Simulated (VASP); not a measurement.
# GaGe (F-43m) in VASP: a series of runs, part 2 of 2

VASP 6.6.1. Earlier steps stand in the parts before.

### Step 4. Single point, r2SCAN

This run uses another cell than the first one, of 25.31 Å³/atom, 1.040 times its volume.

The input, POSCAR:

```
GaGe
1.0
    0.0000000000      2.9359778994      2.9359778994
    2.9359778994      0.0000000000      2.9359778994
    2.9359778994      2.9359778994      0.0000000000
Ge Ga
1 1
Direct
    0.0000000000      0.0000000000      0.0000000000
    0.2500000000      0.2500000000      0.2500000000
```

The input, INCAR.step1:

```
SYSTEM = GaGe
  ALGO = Normal
  EDIFF = 1E-4
  ENCUT = 520
  GGA = PE
  ISMEAR = -1
  LASPH = .TRUE.
  LCHARG = .FALSE.
  LREAL = .FALSE.
  LWAVE = .TRUE.
  NBANDS = 20
  NELM = 80
  PREC = Accurate
  SIGMA = 0.05
```

The input, INCAR.step2:

```
SYSTEM = GaGe
  ALGO = Normal
  EDIFF = 1E-6
  ENCUT = 520
  ISIF = 2
  ISMEAR = -1
  ISTART = 1
  LASPH = .TRUE.
  LCHARG = .TRUE.
  LELF = .TRUE.
  LMIXTAU = .TRUE.
  LREAL = .FALSE.
  LVHAR = .TRUE.
  LWAVE = .FALSE.
  METAGGA = R2SCAN
  NBANDS = 20
  NELM = 80
  PREC = Accurate
  SIGMA = 0.05
```

The input, KPOINTS:

```
k-points
0
G
  8 8 8
  0 0 0
```

Potentials or basis: VASP PAW PBE potentials, release 64 (Ge_d, Ga_d).

Run with:

```
> cat potpaw_PBE.64/Ge_d/POTCAR potpaw_PBE.64/Ga_d/POTCAR > POTCAR
> cp INCAR.step1 INCAR
> mpirun -np 1 vasp_std > vasp.out
> cp INCAR.step2 INCAR
> mpirun -np 1 vasp_std > vasp.out
```

OUTCAR:

```text
SYSTEM = GaGe
   EDIFF = 1E-6
   ENCUT = 520
   ISIF = 2
   ISMEAR = -1
   ISTART = 1
   LASPH = .TRUE.
   LREAL = .FALSE.
   METAGGA = R2SCAN
   NELM = 80
   PREC = Accurate

 ion  position               nearest neighbor table
   1  0.000  0.000  0.000-   2 2.54   2 2.54   2 2.54   2 2.54
   2  0.250  0.250  0.250-   1 2.54   1 2.54   1 2.54   1 2.54

  LATTYP: Found a face centered cubic cell.
 ALAT       =     5.8719557988

  Lattice vectors:

 A1 = (   0.0000000000,   2.9359778994,   2.9359778994)
 A2 = (   2.9359778994,   0.0000000000,   2.9359778994)
 A3 = (   2.9359778994,   2.9359778994,   0.0000000000)

Analysis of symmetry for initial positions (statically):
=====================================================================
 Subroutine PRICEL returns:
 Original cell was already a primitive cell.

 Routine SETGRP: Setting up the symmetry group for a
 face centered cubic supercell.

 Subroutine GETGRP returns: Found 24 space group operations
 (whereof 24 operations were pure point group operations)
 out of a pool of 48 trial point group operations.

The static configuration has the point symmetry T_d .

Analysis of symmetry for dynamics (positions and initial velocities):
=====================================================================
 Subroutine PRICEL returns:
 Original cell was already a primitive cell.

 Routine SETGRP: Setting up the symmetry group for a
 face centered cubic supercell.

 Subroutine GETGRP returns: Found 24 space group operations
 (whereof 24 operations were pure point group operations)
 out of a pool of 48 trial point group operations.

The dynamic configuration has the point symmetry T_d .

 Subroutine INISYM returns: Found 24 space group operations
 (whereof 24 operations are pure point group operations),
 and found     1 'primitive' translations

----------------------------------------------------------------------------------------

                                     Primitive cell

  volume of cell :      50.6161

  direct lattice vectors                    reciprocal lattice vectors
     0.000000000  2.935977899  2.935977899    -0.170301009  0.170301009  0.170301009
     2.935977899  0.000000000  2.935977899     0.170301009 -0.170301009  0.170301009
     2.935977899  2.935977899  0.000000000     0.170301009  0.170301009 -0.170301009

  length of vectors
     4.152099764  4.152099764  4.152099764     0.294970001  0.294970001  0.294970001

  position of ions in fractional coordinates (direct lattice)
     0.000000000  0.000000000  0.000000000
     0.250000000  0.250000000  0.250000000

  ion indices of the primitive-cell ions
   primitive index   ion index
                 1           1
                 2           2

----------------------------------------------------------------------------------------

 KPOINTS: k-points

Automatic generation of k-mesh.
 Grid dimensions read from file:
 generate k-points for:    8    8    8

 Generating k-lattice:

  Cartesian coordinates                     Fractional coordinates (reciprocal lattice)
    -0.021287626  0.021287626  0.021287626     0.125000000  0.000000000  0.000000000
     0.021287626 -0.021287626  0.021287626     0.000000000  0.125000000  0.000000000
     0.021287626  0.021287626 -0.021287626     0.000000000  0.000000000  0.125000000

  Length of vectors
     0.036871250  0.036871250  0.036871250

  Shift w.r.t. Gamma in fractional coordinates (k-lattice)
     0.000000000  0.000000000  0.000000000

 Subroutine IBZKPT returns following result:
 ===========================================

 Found     29 irreducible k-points:

 Following reciprocal coordinates:
            Coordinates               Weight
  0.000000  0.000000  0.000000      1.000000
  0.125000  0.000000  0.000000      8.000000
  0.250000  0.000000  0.000000      8.000000
  0.375000  0.000000  0.000000      8.000000
  0.500000  0.000000  0.000000      4.000000
  0.125000  0.125000  0.000000      6.000000
[... 16 lines left out ...]
  0.500000  0.250000  0.125000     48.000000
 -0.375000  0.250000  0.125000     24.000000
 [... further k-points ...]
   k-points           NKPTS =     29   k-points in BZ     NKDIM =     29   number of bands    NBANDS=     20
   number of dos      NEDOS =    301   number of ions     NIONS =      2
   total plane-waves  NPLWV =  32768
   dimension x,y,z NGX =    32 NGY =   32 NGZ =   32
   dimension x,y,z NGXF=    64 NGYF=   64 NGZF=   64
   ions per type =               1   1
   NGX,Y,Z   is equivalent  to a cutoff of  12.81, 12.81, 12.81 a.u.
   NGXF,Y,Z  is equivalent  to a cutoff of  25.62, 25.62, 25.62 a.u.
 SYSTEM =  GaGe
   PREC   = accura    normal or accurate (medium, high low for compatibility)
   ISTART =      1    job   : 0-new  1-cont  2-samecut
   ICHARG =      0    charge: 1-file 2-atom 10-const
   ISPIN  =      1    spin polarized calculation?
   LNONCOLLINEAR =      F non collinear calculations
   LSORBIT =      F    spin-orbit coupling
   LASPH  =      T    aspherical Exc in radial PAW
   ENCUT  =  520.0 eV  38.22 Ry    6.18 a.u.   7.72  7.72  7.72*2*pi/ulx,y,z
   NELM   =     80;   NELMIN=  2; NELMDL=  0     # of ELM steps
   EDIFF  = 0.1E-05   stopping-criterion for ELM
   LREAL  =      F    real-space projection
[... 7 lines left out ...]
   TEBEG  =    0.0;   TEEND  =   0.0 temperature during run
   PSTRESS=    0.0 pullay stress
   NELECT =      27.0000    total number of electrons
   NUPDOWN=      -1.0000    fix difference up-down
   EMIN   =  10.00;   EMAX   =-10.00  energy-range for DOS
   EFERMI =   0.00;   METHOD = LEGACY
   ISMEAR =    -1;   SIGMA  =   0.05  broadening in eV -4-tet -1-fermi 0-gaus
   EFERMI_NEDOS =   21; number of points for ismear=-14 and -15
   IALGO  =     38    algorithm
   IMIX   =      4    mixing-type and parameters
     AMIX     =   0.40;   BMIX     =  1.00
     AMIX_MAG =   1.60;   BMIX_MAG =  1.00
  volume/ion in A,a.u.               =      25.31       170.79
  Fermi-wavevector in a.u.,A,eV,Ry     =   1.327700  2.508989 23.984179  1.762787
  Thomas-Fermi vector in A             =   2.456993
   LORBIT       =      0    0 simple, 1 ext, 2 COOP (PROOUT), +10 PAW based schemes
   METAGGA = R2SCAN    functional components
   LHFCALC =     F    Hartree Fock is set to
   AEXX    =    0.0000 exact exchange contribution
   IVDW    =     0    specifies the selected vdW correction
   LEPSILON=     F    determine dielectric tensor
   LRPA    =     F    only Hartree local field effects (RPA)
 non-spin polarized calculation
  energy-cutoff  :      520.00
  volume of cell :       50.62
 maximum number of plane-waves:      1380
   NGX = 15   NGY = 15   NGZ = 15

 number of electron      26.9999988 magnetization

 Free energy of the ion-electron system (eV)
  ---------------------------------------------------
  ext. energy  EPLUGINS =         0.00000000
  ---------------------------------------------------
  free energy    TOTEN  =       -24.91060121 eV

  energy without entropy =      -24.90219296  energy(sigma->0) =      -24.90639709

 E-fermi :   2.5593     XC(G=0): -10.2024

 val. band max:        2.3201801388   @ k =   0.2500   0.2500   0.0000
 cond. band min:       2.5900089263   @ k =   0.5000   0.1250   0.0000
 fundamental gap:      0.2698287875
 Fermi energy:         2.5593302526

 k-point     1 :       0.0000    0.0000    0.0000
  band No.  band energies     occupation
      1     -22.0184      2.00000
      2     -22.0184      2.00000
      3     -22.0184      2.00000
      4     -21.9983      2.00000
      5     -21.9983      2.00000
      6     -12.1980      2.00000
[... 12 lines left out ...]
     19      10.8076      0.00000
     20      13.6439      0.00000

 k-point     2 :       0.1250    0.0000    0.0000
  band No.  band energies     occupation
      1     -22.0184      2.00000
      2     -22.0181      2.00000
      3     -22.0180      2.00000
      4     -21.9982      2.00000
      5     -21.9982      2.00000
      6     -12.2017      2.00000
[... 12 lines left out ...]
     19      11.7191      0.00000
     20      12.7535      0.00000
[... 465 lines left out ...]
      3     -22.0150      2.00000
      4     -21.9984      2.00000
      5     -21.9968      2.00000
      6     -12.2261      2.00000
[... 12 lines left out ...]
     19      13.3448      0.00000
     20      14.0840      0.00000

 k-point    24 :      -0.3750    0.2500    0.1250
  band No.  band energies     occupation
      1     -22.0180      2.00000
      2     -22.0163      2.00000
      3     -22.0146      2.00000
      4     -21.9981      2.00000
      5     -21.9969      2.00000
      6     -12.2280      2.00000
[... 12 lines left out ...]
     19      12.0394      0.00000
     20      15.0203      0.00000

 [... further k-points ...]
[... 5 lines left out ...]
  --------------------------------------------------------------------------------------
  -------------------------------------------------------------------------------------
  Total       -1.2231158     -1.2231158     -1.2231158      0.0000000      0.0000000      0.0000000
  in kB      -38.7159416    -38.7159416    -38.7159416      0.0000000      0.0000000      0.0000000
  external PRESSURE =     -38.7159416 kB  Pullay stress =       0.0000000 kB

 VOLUME and BASIS-vectors are now :
 -----------------------------------------------------------------------------
  energy-cutoff  :      520.00
  volume of cell :       50.62
      direct lattice vectors                 reciprocal lattice vectors
     0.000000000  2.935977899  2.935977899    -0.170301009  0.170301009  0.170301009
     2.935977899  0.000000000  2.935977899     0.170301009 -0.170301009  0.170301009
     2.935977899  2.935977899  0.000000000     0.170301009  0.170301009 -0.170301009

 POSITION                                       TOTAL-FORCE (eV/Angst)
 -----------------------------------------------------------------------------------
      0.00000      0.00000      0.00000        -0.000000     -0.000000      0.000000
      1.46799      1.46799      1.46799         0.000000      0.000000     -0.000000
 -----------------------------------------------------------------------------------
    total drift:                               -0.000014     -0.000014     -0.000013

  FREE ENERGIE OF THE ION-ELECTRON SYSTEM (eV)
  ---------------------------------------------------
  free  energy   TOTEN  =       -24.9106012146 eV

  energy  without entropy=      -24.9021929611  energy(sigma->0) =      -24.90639709
```

Run time: 91 s. Hardware: 1 thread of Intel Xeon Platinum 8488C (Sapphire Rapids), shared host; peak memory 0.19 GiB.

Results:

- Free energy: -24.9106 eV
- Pressure: -3.9 GPa

Levels at points of the mesh, in eV from the Fermi level:
| k point | band 12 | band 13 | band 14 | band 15 | band 16 | band 17 |
| --- | --- | --- | --- | --- | --- | --- |
| (0.00, 0.00, 0.00) | 1.68 | 1.68 | 1.68 | 2.16 | 4.54 | 4.54 |
| (0.50, 0.00, 0.00) | -5.42 | 0.37 | 0.37 | 2.24 | 5.59 | 5.59 |
| (0.50, 0.50, 0.00) | -5.91 | -1.26 | -1.26 | 2.62 | 2.70 | 11.32 |

Caveat: the PAW data sets were made with another functional, which shifts forces and pressure a little.

### Step 5. Single point, r2SCAN

This run uses another cell than the first one, of 25.79 Å³/atom, 1.060 times its volume.

The input, POSCAR:

```
GaGe
1.0
    0.0000000000      2.9546788998      2.9546788998
    2.9546788998      0.0000000000      2.9546788998
    2.9546788998      2.9546788998      0.0000000000
Ge Ga
1 1
Direct
    0.0000000000      0.0000000000      0.0000000000
    0.2500000000      0.2500000000      0.2500000000
```

The input, INCAR.step1:

```
  PREC = Accurate
  ENCUT = 520
  ISMEAR = -1
  SIGMA = 0.05
  LREAL = False
  LASPH = True
  NELM = 100
  NBANDS = 20
  GGA = PE
  ALGO = Normal
  EDIFF = 1E-4
  LWAVE = True
  LCHARG = False
```

The input, INCAR.step2:

```
  PREC = Accurate
  ENCUT = 520
  EDIFF = 1E-6
  ISMEAR = -1
  SIGMA = 0.05
  LREAL = False
  LASPH = True
  NELM = 100
  ALGO = Normal
  ISIF = 2
  LWAVE = False
  LCHARG = True
  METAGGA = R2SCAN
  LMIXTAU = True
  LELF = True
  LVHAR = True
  NBANDS = 20
  ISTART = 1
```

The input, KPOINTS:

```
regular mesh
0
Gamma
  8 8 8
```

Potentials or basis: VASP PAW PBE potentials, release 64 (Ge_d, Ga_d).

Run with:

```
> cat potpaw_PBE.64/Ge_d/POTCAR potpaw_PBE.64/Ga_d/POTCAR > POTCAR
> cp INCAR.step1 INCAR
> mpirun -np 1 vasp_std > vasp.out
> cp INCAR.step2 INCAR
> mpirun -np 1 vasp_std > vasp.out
```

OUTCAR:

```text
PREC = Accurate
   ENCUT = 520
   EDIFF = 1E-6
   ISMEAR = -1
   LREAL = False
   LASPH = True
   NELM = 100
   ISIF = 2
   METAGGA = R2SCAN
   ISTART = 1

 ion  position               nearest neighbor table
   1  0.000  0.000  0.000-   2 2.56   2 2.56   2 2.56   2 2.56
   2  0.250  0.250  0.250-   1 2.56   1 2.56   1 2.56   1 2.56

  LATTYP: Found a face centered cubic cell.
 ALAT       =     5.9093577996

  Lattice vectors:

 A1 = (   0.0000000000,   2.9546788998,   2.9546788998)
[... 185 lines left out ...]
      1     -22.1582      2.00000
      2     -22.1582      2.00000
      3     -22.1582      2.00000
      4     -22.1391      2.00000
      5     -22.1391      2.00000
      6     -12.3253      2.00000
[... 541 lines left out ...]
     19      11.8200      0.00000
     20      14.7867      0.00000

 [... further k-points ...]
[... 5 lines left out ...]
  --------------------------------------------------------------------------------------
  -------------------------------------------------------------------------------------
  Total       -1.4725412     -1.4725412     -1.4725412      0.0000000      0.0000000      0.0000000
  in kB      -45.7316811    -45.7316811    -45.7316811      0.0000000      0.0000000      0.0000000
  external PRESSURE =     -45.7316811 kB  Pullay stress =       0.0000000 kB

 VOLUME and BASIS-vectors are now :
 -----------------------------------------------------------------------------
  energy-cutoff  :      520.00
  volume of cell :       51.59
      direct lattice vectors                 reciprocal lattice vectors
     0.000000000  2.954678900  2.954678900    -0.169223126  0.169223126  0.169223126
     2.954678900  0.000000000  2.954678900     0.169223126 -0.169223126  0.169223126
     2.954678900  2.954678900  0.000000000     0.169223126  0.169223126 -0.169223126

 POSITION                                       TOTAL-FORCE (eV/Angst)
 -----------------------------------------------------------------------------------
      0.00000      0.00000      0.00000         0.000000      0.000000      0.000000
      1.47734      1.47734      1.47734        -0.000000     -0.000000     -0.000000
 -----------------------------------------------------------------------------------
    total drift:                               -0.000014     -0.000014     -0.000014

  FREE ENERGIE OF THE ION-ELECTRON SYSTEM (eV)
  ---------------------------------------------------
  free  energy   TOTEN  =       -24.8849844461 eV

  energy  without entropy=      -24.8764717330  energy(sigma->0) =      -24.88072809
```

Run time: 98 s. Hardware: 1 thread of Intel Xeon Platinum 8488C (Sapphire Rapids), shared host; peak memory 0.2 GiB.

Results:

```yaml
Free_energy: -24.8850 eV
Pressure: -4.6 GPa
```

Caveat: the PAW data sets were made with another functional, which shifts forces and pressure a little.

### Step 6. The runs side by side

```tsv
level	cell	k mesh	gap on the mesh (eV)	pressure (GPa)
PBE	a = 4.098 Å, angles 60.0°, 2 atoms	5 × 5 × 5	none	-0.1
r2SCAN	a = 4.125 Å, angles 60.0°, 2 atoms	8 × 8 × 8	none	-3.1
r2SCAN	a = 4.152 Å, angles 60.0°, 2 atoms	8 × 8 × 8	none	-3.9
r2SCAN	a = 4.179 Å, angles 60.0°, 2 atoms	8 × 8 × 8	none	-4.6
```

Alike in all rows: task single point; potentials or basis VASP PAW PBE potentials, release 64 (Ge_d, Ga_d); no spin polarisation; cutoff (eV) 520; smearing fermi-dirac 0.05 eV.

Caveats: some runs use coarse meshes; the PAW data sets were made with another functional, which shifts forces and pressure a little (some runs).

Total energies depend on the potentials used, so only differences within one code and one set of settings carry meaning.
